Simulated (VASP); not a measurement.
Write the native input for VASP 6.6.1 that does the following.

- Task: single point
- Functional: LDA
- Potentials or basis: VASP PAW LDA potentials, release 64 (Hf_pv, N)
- Cutoff: 520 eV
- k mesh: 14 × 14 × 10
- Occupations: gaussian, width 0.15 eV
- Spin: no spin polarisation
- Dipole correction: no
- Further INCAR settings: ALGO = Normal; EDIFF = 1e-06; NBANDS = 23

The structure of HfN lies in POSCAR:

```
HfN
1.0
    0.0000000000     -2.2339756809     -2.2339756809
    0.0000000000      2.2339756809     -2.2339756809
    4.4679513618      0.0000000000      0.0000000000
Hf N
2 2
Direct
    0.5138892730      0.4861107270      0.5000000000
   -0.0138892730      0.0138892730      0.0000000000
    0.4873316090      0.5126683910      0.0000000000
    0.0126683910     -0.0126683910      0.5000000000
```

This cell differs from its parent crystal: atoms displaced along a vibrational mode.

One way to write it, as run:

INCAR

```
  PREC = Accurate
  ENCUT = 520
  EDIFF = 1E-6
  ISMEAR = 0
  SIGMA = 0.15
  LREAL = False
  LASPH = True
  NELM = 80
  ALGO = Normal
  ISIF = 2
  LWAVE = False
  LCHARG = False
  GGA = CA
  NBANDS = 23
```

KPOINTS

```
Automatic mesh
0
Gamma
  14 14 10
```

Potentials or basis: VASP PAW LDA potentials, release 64 (Hf_pv, N).

Command:

```console
$ cat potpaw_LDA.64/Hf_pv/POTCAR potpaw_LDA.64/N/POTCAR > POTCAR
$ mpirun -np 1 vasp_std > vasp.out
```

Results of the run:

| Quantity | Value |
| --- | --- |
| Pressure | -1.0 GPa |
| Largest force | 0.777 eV/Å |
| Band gap on the k mesh | zero (bands 15 and 16 overlap by 6.70 eV) |

Caveat: the cell differs from its parent crystal (atoms displaced along a vibrational mode); spin-orbit coupling is left out, which moves the levels of the heavy elements.

Wall time 4.8 min on 1 thread of Intel Xeon 8259CL, with other jobs on the host, peak memory 0.39 GiB.
